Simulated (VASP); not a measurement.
# SnSe2 in VASP: further runs

SnSe2 is run at these levels: PBE; tasks: single point.

Program: VASP 6.6.1. These are calculated values, not measurements. Logs are shortened: lines on timing, memory, paths and dates and some standing lists are left out, and cuts for length are marked.

### Step 1. The cell of the first run

The typed cell holds 3 atoms: a = 3.639 Å, b = 3.852 Å, c = 7.180 Å, α = 90.00°, β = 90.00°, γ = 118.13°.

### Step 2. Single point, PBE

INCAR

```
PREC     = Accurate       # precision mode
ENCUT    = 520            # plane-wave cutoff, eV
EDIFF    = 1E-7           # SCF threshold, eV
ISMEAR   = 0              # smearing method
SIGMA    = 0.02           # smearing width, eV
LREAL    = F              # projectors in reciprocal space
LASPH    = T              # aspherical terms in the spheres
NELM     = 60             # most SCF steps
ALGO     = Normal         # electronic algorithm
ISIF     = 2              # what is computed and relaxed
LWAVE    = F              # write WAVECAR
LCHARG   = T              # write CHGCAR
GGA      = PE             # functional
LELF     = T              # ELF
LVHAR    = T            
NBANDS   = 20             # bands
```

KPOINTS

```
regular mesh
0
Gamma
  12 12 4
```

POSCAR

```
SnSe2
1.0
    3.6393715730      0.0017090102      0.0000000000
   -1.8180876515      3.3964351292      0.0000000000
    0.0000000000      0.0000000000      7.1799421216
Sn Se
1 2
Direct
    0.0000000000      0.0000000000      0.0000000000
    0.6699840238      0.3401307204      0.7738303408
    0.3300159762      0.6598692796      0.2261696592
```

Potentials or basis: VASP PAW PBE potentials, release 64 (Sn_d, Se).

On the command line:

```bash
$ cat potpaw_PBE.64/Sn_d/POTCAR potpaw_PBE.64/Se/POTCAR > POTCAR
$ mpirun -np 1 vasp_std > vasp.out
```

OUTCAR:

```text
PREC = Accurate
   ENCUT = 520
   EDIFF = 1E-7
   ISMEAR = 0
   LREAL = F
   LASPH = T
   NELM = 60
   ISIF = 2
   GGA = PE

 ion  position               nearest neighbor table
   1  0.000  0.000  0.000-   2 2.70   3 2.70   2 2.70   3 2.70   2 2.77   3 2.77
   2  0.670  0.340  0.774-   1 2.70   1 2.70   1 2.77
   3  0.330  0.660  0.226-   1 2.70   1 2.70   1 2.77

  LATTYP: Found a simple monoclinic cell.
 ALAT       =     3.6393719743
 B/A-ratio  =     1.9728519570
 C/A-ratio  =     1.0585424322
 COS(beta)  =    -0.4715186729

  Lattice vectors:

 A1 = (   3.6393715730,   0.0017090102,   0.0000000000)
 A2 = (   0.0000000000,   0.0000000000,  -7.1799421216)
 A3 = (  -1.8180876515,   3.3964351292,   0.0000000000)

Analysis of symmetry for initial positions (statically):
=====================================================================
 Subroutine PRICEL returns:
 Original cell was already a primitive cell.

 Routine SETGRP: Setting up the symmetry group for a
 simple monoclinic supercell.

 Subroutine GETGRP returns: Found  2 space group operations
 (whereof  2 operations were pure point group operations)
 out of a pool of  4 trial point group operations.

The static configuration has the point symmetry S_2 .

Analysis of symmetry for dynamics (positions and initial velocities):
=====================================================================
 Subroutine PRICEL returns:
 Original cell was already a primitive cell.

 Routine SETGRP: Setting up the symmetry group for a
 simple monoclinic supercell.

 Subroutine GETGRP returns: Found  2 space group operations
 (whereof  2 operations were pure point group operations)
 out of a pool of  4 trial point group operations.

The dynamic configuration has the point symmetry S_2 .

 Subroutine INISYM returns: Found  2 space group operations
 (whereof  2 operations are pure point group operations),
 and found     1 'primitive' translations

----------------------------------------------------------------------------------------

                                     Primitive cell

  volume of cell :      88.7728

  direct lattice vectors                    reciprocal lattice vectors
     3.639371573  0.001709010  0.000000000     0.274703661  0.147046923  0.000000000
    -1.818087651  3.396435129  0.000000000    -0.000138225  0.294352360  0.000000000
[... 77 lines left out ...]
 SYSTEM =  unknown system
   PREC   = accura    normal or accurate (medium, high low for compatibility)
   ISTART =      0    job   : 0-new  1-cont  2-samecut
   ICHARG =      2    charge: 1-file 2-atom 10-const
   ISPIN  =      1    spin polarized calculation?
   LNONCOLLINEAR =      F non collinear calculations
   LSORBIT =      F    spin-orbit coupling
   LASPH  =      T    aspherical Exc in radial PAW
   ENCUT  =  520.0 eV  38.22 Ry    6.18 a.u.   6.77  7.16 13.35*2*pi/ulx,y,z
   NELM   =     60;   NELMIN=  2; NELMDL= -5     # of ELM steps
   EDIFF  = 0.1E-06   stopping-criterion for ELM
   LREAL  =      F    real-space projection
   EDIFFG = 0.1E-05   stopping-criterion for IOM
   NSW    =      0    number of steps for IOM
   IBRION =     -1    ionic relax: 0-MD 1-quasi-New 2-CG
   NFREE  =      0    steps in history (QN), initial steepest desc. (CG)
   ISIF   =      2    stress and relaxation
   ISYM   =      2    0-nonsym 1-usesym 2-fastsym
   POTIM  = 0.5000    time-step for ionic-motion
   TEBEG  =    0.0;   TEEND  =   0.0 temperature during run
   PSTRESS=    0.0 pullay stress
   NELECT =      26.0000    total number of electrons
   NUPDOWN=      -1.0000    fix difference up-down
   EMIN   =  10.00;   EMAX   =-10.00  energy-range for DOS
   EFERMI =   0.00;   METHOD = LEGACY
   ISMEAR =     0;   SIGMA  =   0.02  broadening in eV -4-tet -1-fermi 0-gaus
   EFERMI_NEDOS =   21; number of points for ismear=-14 and -15
   IALGO  =     38    algorithm
   IMIX   =      4    mixing-type and parameters
     AMIX     =   0.40;   BMIX     =  1.00
     AMIX_MAG =   1.60;   BMIX_MAG =  1.00
  volume/ion in A,a.u.               =      29.59       199.69
  Fermi-wavevector in a.u.,A,eV,Ry     =   1.087191  2.054494 16.081884  1.181985
  Thomas-Fermi vector in A             =   2.223345
   LORBIT       =      0    0 simple, 1 ext, 2 COOP (PROOUT), +10 PAW based schemes
   GGA     = PE    functional components
   LHFCALC =     F    Hartree Fock is set to
   AEXX    =    0.0000 exact exchange contribution
   IVDW    =     0    specifies the selected vdW correction
   LEPSILON=     F    determine dielectric tensor
   LRPA    =     F    only Hartree local field effects (RPA)
 non-spin polarized calculation
 Gauss-broadening in eV      SIGMA  =   0.02
  energy-cutoff  :      520.00
  volume of cell :       88.77
 maximum number of plane-waves:      2418
   NGX = 13   NGY = 15   NGZ = 27

 number of electron      26.0000007 magnetization

 Free energy of the ion-electron system (eV)
  ---------------------------------------------------
  ext. energy  EPLUGINS =         0.00000000
  ---------------------------------------------------
  free energy    TOTEN  =       -11.77833976 eV

  energy without entropy =      -11.77833976  energy(sigma->0) =      -11.77833976

 E-fermi :   3.2150     XC(G=0):  -8.6563

 val. band max:        3.1300457511   @ k =   0.0000  -0.1667   0.2500
 cond. band min:       3.2956011876   @ k =   0.5000   0.5000   0.5000
 fundamental gap:      0.1655554365
 Fermi energy:         3.2149558974

 k-point     1 :       0.0000    0.0000    0.0000
  band No.  band energies     occupation
      1     -18.4073      2.00000
      2     -18.3742      2.00000
      3     -18.3413      2.00000
      4     -18.3411      2.00000
      5     -18.3247      2.00000
      6     -10.8305      2.00000
[... 541 lines left out ...]
     19      11.3646      0.00000
     20      12.4230      0.00000

 [... further k-points ...]
[... 5 lines left out ...]
  --------------------------------------------------------------------------------------
  -------------------------------------------------------------------------------------
  Total        3.2726771      0.0189228      0.0431495     -0.0154908     -0.0034242      0.0004364
  in kB       59.0655045      0.3415199      0.7787655     -0.2795791     -0.0618005      0.0078762
  external PRESSURE =      20.0619300 kB  Pullay stress =       0.0000000 kB

 VOLUME and BASIS-vectors are now :
 -----------------------------------------------------------------------------
  energy-cutoff  :      520.00
  volume of cell :       88.77
      direct lattice vectors                 reciprocal lattice vectors
     3.639371573  0.001709010  0.000000000     0.274703661  0.147046923  0.000000000
    -1.818087651  3.396435129  0.000000000    -0.000138225  0.294352360  0.000000000
     0.000000000  0.000000000  7.179942122     0.000000000  0.000000000  0.139276889

 POSITION                                       TOTAL-FORCE (eV/Angst)
 -----------------------------------------------------------------------------------
      0.00000      0.00000      0.00000         0.000000      0.000000      0.000000
      1.81993      1.15638      5.55606        -0.000134      0.000224     -0.015094
      0.00135      2.24177      1.62389         0.000134     -0.000224      0.015094
 -----------------------------------------------------------------------------------
    total drift:                                0.000000     -0.000000     -0.000000

  FREE ENERGIE OF THE ION-ELECTRON SYSTEM (eV)
  ---------------------------------------------------
  free  energy   TOTEN  =       -11.7783397602 eV

  energy  without entropy=      -11.7783397602  energy(sigma->0) =      -11.77833976
```

stdout:

```text
POSCAR found type information on POSCAR SnSe
 POSCAR found :  2 types and       3 ions
 scaLAPACK will be used
 LDA part: xc-table for (Slater+PW92), standard interpolation
 POSCAR, INCAR and KPOINTS ok, starting setup
 FFT: planning ... GRIDC
 FFT: planning ... GRID_SOFT
 FFT: planning ... GRID
 WAVECAR not read
 entering main loop
```

Wall time 3.4 min (1 thread of Intel Xeon 6975P-C (Granite Rapids), shared host); peak memory 0.59 GiB.

What came out:

```yaml
Free_energy: -11.7783 eV
Pressure: 2.0 GPa
Largest_force: 0.015 eV/Å
Band_gap_on_the_k_mesh: 0.17 eV, indirect (least direct gap 0.92 eV)
```

Forces in eV/Å, atoms in the order of the input:
```
Sn   0.000  0.000  0.000
Se   0.000  0.000 -0.015
Se   0.000  0.000  0.015
```

Caveat: spin-orbit coupling is left out, which moves the levels of the heavy elements. A k mesh can miss the band edges.

### Step 3. Single point, PBE (uniaxial strain along a: +4.0 %, then relaxed in part)

INCAR

```
SYSTEM = SnSe2
ALGO     = Normal         ! electronic algorithm
EDIFF    = 1E-6           ! SCF threshold, eV
ENCUT    = 520            ! plane-wave cutoff, eV
GGA      = PE             ! functional
ISIF     = 2              ! what is computed and relaxed
ISMEAR   = 0              ! smearing method
LASPH    = .TRUE.         ! aspherical terms in the spheres
LCHARG   = .TRUE.         ! write CHGCAR
LELF     = .TRUE.         ! ELF
LREAL    = .FALSE.        ! projectors in reciprocal space
LVHAR    = .TRUE.       
LWAVE    = .FALSE.        ! write WAVECAR
NBANDS   = 20             ! bands
NELM     = 60             ! most SCF steps
PREC     = Accurate       ! precision mode
SIGMA    = 0.02           ! smearing width, eV
```

KPOINTS

```
k-points
0
G
  12 12 4
  0 0 0
```

POSCAR

```
SnSe2
1.0
    4.0265392004     -0.0002047209      0.0000000000
   -2.0134383700      3.3200958608      0.0000000000
    0.0000000000      0.0000000000      6.8591845606
Sn Se
1 2
Direct
    0.0000000000      0.0000000000      0.0000000000
    0.6662756459      0.3325247703      0.7702045118
    0.3337243541      0.6674752297      0.2297954882
```

Potentials or basis: VASP PAW PBE potentials, release 64 (Sn_d, Se).

On the command line:

```bash
$ cat potpaw_PBE.64/Sn_d/POTCAR potpaw_PBE.64/Se/POTCAR > POTCAR
$ mpirun -np 1 vasp_std > vasp.out
```

It took 3.7 min on 1 thread of Intel Xeon 6975P-C (Granite Rapids), shared host; peak memory 0.6 GiB.

Results (log left out):

* Free energy: -11.8438 eV
* Pressure: -0.8 GPa
* Largest force: 0.012 eV/Å
* Band gap on the k mesh: 0.56 eV, indirect (least direct gap 1.06 eV)

Forces in eV/Å, atoms in the order of the input:
```
Sn   0.000  0.000  0.000
Se   0.000  0.001 -0.012
Se   0.000 -0.001  0.012
```

Stress tensor (GPa, compression positive):
```
-2.62  0.00  0.00
 0.00  0.04 -0.02
 0.00 -0.02  0.05
```

Levels at points of the mesh, in eV from the valence-band top:
| k point | band 9 | band 10 | band 11 | band 12 | band 13 | band 14 | band 15 | band 16 | band 17 | band 18 |
| --- | --- | --- | --- | --- | --- | --- | --- | --- | --- | --- |
| (0.00, 0.00, 0.00) | -0.63 | -0.58 | -0.31 | -0.23 | -0.14 | 0.93 | 2.86 | 4.26 | 4.75 | 7.33 |
| (0.50, 0.00, 0.00) | -4.01 | -2.39 | -2.03 | -0.74 | -0.19 | 1.04 | 3.97 | 5.61 | 5.78 | 6.35 |
| (0.00, 0.50, 0.00) | -4.03 | -2.48 | -2.20 | -0.70 | -0.47 | 0.67 | 3.56 | 5.26 | 5.71 | 6.48 |
| (0.50, 0.50, 0.00) | -4.01 | -2.39 | -2.03 | -0.74 | -0.19 | 1.04 | 3.98 | 5.61 | 5.78 | 6.35 |
| (0.00, 0.00, 0.50) | -1.42 | -0.66 | -0.47 | -0.27 | -0.08 | 1.83 | 2.79 | 4.17 | 4.65 | 7.87 |
| (0.50, 0.00, 0.50) | -4.17 | -2.12 | -1.84 | -0.56 | -0.31 | 0.78 | 4.30 | 4.97 | 5.86 | 5.93 |
| (0.00, 0.50, 0.50) | -4.19 | -2.43 | -1.85 | -0.61 | -0.60 | 0.57 | 3.94 | 5.04 | 5.63 | 5.91 |
| (0.50, 0.50, 0.50) | -4.17 | -2.12 | -1.84 | -0.56 | -0.31 | 0.78 | 4.30 | 4.97 | 5.86 | 5.94 |

Caveat: the cell differs from its parent crystal (uniaxial strain along a: +4.0 %, then relaxed in part); spin-orbit coupling is left out, which moves the levels of the heavy elements. A k mesh can miss the band edges.

(Part 1 of 2 ends here.)
